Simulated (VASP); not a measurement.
Runs of VASP 6.6.1 on ZnO. The structure is that of space group P6_3mc (No. 186), or close to it. The cells are those of the table. 

| cell | gap on the mesh (eV) | pressure (GPa) |
| --- | --- | --- |
| a = 3.162, b = 3.162, c = 5.113 Å, angles 90.0, 90.0, 120.0°, 4 atoms | (a) | 5.4 |
| a = 3.104, b = 3.104, c = 5.023 Å, angles 90.0, 90.0, 120.0°, 4 atoms | (c) | (b) |
| a = 3.129, b = 3.129, c = 5.061 Å, angles 90.0, 90.0, 120.0°, 4 atoms | 0.90 | 11.5 |
| a = 3.174, b = 3.174, c = 5.131 Å, angles 90.0, 90.0, 120.0°, 4 atoms | 0.83 | 3.3 |

Alike in all rows: task single point; level LDA; potentials or basis VASP PAW LDA potentials, release 64 (Zn, O); no spin polarisation; k mesh 8 × 8 × 4; cutoff (eV) 520; smearing gaussian 0.01 eV.

Task: Fill in the values left out.

Result: (a) 0.85; (b) 16.9; (c) 0.93.

